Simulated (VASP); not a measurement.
Here is a VASP 6.6.1 calculation.

Contents of INCAR:

```
PREC = Accurate
ENCUT = 520
EDIFF = 1E-6
ISMEAR = -1
SIGMA = 0.1
LREAL = F
LASPH = T
NELM = 100
ALGO = Normal
ISIF = 2
LWAVE = F
LCHARG = F
GGA = RE
NBANDS = 34
```

The input KPOINTS:

```
Automatic mesh
0
Gamma
  11 11 3
```

The input POSCAR:

```
Tl
1.0
    3.6629522468      0.0000000000      0.0000000000
   -1.8314761234      3.1722096986      0.0000000000
    0.0000000000      0.0000000000     11.7561652015
Tl
4
Direct
    1.0000000000      1.0000000000      0.0000000000
    1.0000000000      1.0000000000      0.5000000000
    0.3333333333      0.6666666667      0.2500000000
    0.6666666667      0.3333333333      0.7500000000
```

Potentials or basis: VASP PAW PBE potentials, release 64 (Tl_d).

Run with:

```bash
$ cat potpaw_PBE.64/Tl_d/POTCAR > POTCAR
$ mpirun -np 1 vasp_std > vasp.out
```

**Question.** Estimate the band gap on the k mesh.

**Answer.** Zero (band 26 reaches 7.80 eV, above the bottom of band 27 at 4.22 eV).

**Question.** Estimate the pressure.

**Answer.** -0.8 GPa.

Stress tensor (GPa, compression positive):
```
-0.79  0.00  0.00
 0.00 -0.79  0.00
 0.00  0.00 -0.90
```

Caveat: the PAW data sets were made with another functional, which shifts forces and pressure a little; spin-orbit coupling is left out, which moves the levels of the heavy elements.
